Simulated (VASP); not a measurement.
Write the native input for VASP 6.6.1 that does the following.

* Task: single point
* Functional: PBE
* Potentials or basis: VASP PAW PBE potentials, release 64 (Ge_d)
* Cutoff: 520 eV
* k mesh: 8 × 8 × 8
* Occupations: fermi-dirac, width 0.136057 eV
* Spin: no spin polarisation
* Dipole correction: no
* Further INCAR settings: ALGO = Normal; EDIFF = 1e-06; NBANDS = 21

The structure of Ge lies in POSCAR:

```
Ge
1.0
    0.0000000000      2.8825347412      2.8825347412
    2.8825347412      0.0000000000      2.8825347412
    2.8825347412      2.8825347412      0.0000000000
Ge
2
Direct
    0.0000000000      0.0000000000      0.0000000000
    0.2500000000      0.2500000000      0.2500000000
```

The input as run:

INCAR

```
PREC = Accurate
ENCUT = 520
EDIFF = 1E-6
ISMEAR = -1
SIGMA = 0.13605693000000002
LREAL = F
LASPH = T
NELM = 60
ALGO = Normal
ISIF = 2
LWAVE = F
LCHARG = F
GGA = PE
NBANDS = 21
```

KPOINTS

```
regular mesh
0
Gamma
  8 8 8
```

Potentials or basis: VASP PAW PBE potentials, release 64 (Ge_d).

Launch:

```console
$ cat potpaw_PBE.64/Ge_d/POTCAR > POTCAR
$ mpirun -np 1 vasp_std > vasp.out
```

Results of the run:

| Item | Value |
| --- | --- |
| Pressure | -0.1 GPa |
| Band gap on the k mesh | zero (filled and empty bands touch) |

Run time: 19 s on 1 thread of Intel(R) Xeon(R) Platinum 8488C (Sapphire Rapids) (shared host), peak memory 0.17 GiB.
